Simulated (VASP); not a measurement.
# Ir: single point with PBE

Crystal: Ir.

```
Ir
1.0
     2.75138    0.00000    0.00000
    -1.37569    2.38276    0.00000
     0.00000    0.00000    4.46229
Ir
2
Direct
  0.66667 0.33333 0.75000
  0.33333 0.66667 0.25000
```

| Quantity | Value |
| --- | --- |
| Program | VASP 6.6.1 |
| Task | single point |
| Functional | PBE |
| Potentials or basis | VASP PAW PBE potentials, release 64 (Ir) |
| Cutoff | 500 eV |
| k mesh | 6 × 6 × 4 |
| Occupations | tetrahedron |
| Spin | no spin polarisation |

```json
{
  "Pressure": "-1.2 GPa",
  "Band gap on the k mesh": "zero (band 9 reaches 10.88 eV, above the bottom of band 10 at 7.74 eV)"
}
```

Stress tensor (GPa, compression positive):
```
 0.92  0.00  0.00
 0.00  0.92  0.00
 0.00  0.00 -5.37
```

Levels at points of the mesh, in eV from the Fermi level:
```
           k point  band 6  band 7  band 8  band 9  band 10  band 11  band 12  band 13
(0.00, 0.00, 0.00)   -2.95   -2.95   -2.24   -2.24    -0.70     0.29     0.29     6.81
(0.50, 0.00, 0.00)   -3.26   -2.81    0.76    0.94     1.15     2.89     4.33     8.15
(0.00, 0.00, 0.50)   -3.70   -3.70   -3.70   -0.42    -0.42    -0.42    -0.42    13.63
(0.50, 0.00, 0.50)   -2.00   -0.87   -0.87    0.99     0.99     2.02     2.02     7.45
```

It took 11 s on 1 thread of Intel(R) Xeon(R) Platinum 8488C (Sapphire Rapids), with other jobs on the host, peak memory 0.14 GiB.

Caveat: the k points lie up to 0.44 Å⁻¹ apart; spin-orbit coupling is left out, which moves the levels of the heavy elements; tetrahedron occupations give inexact forces and stress in metals.
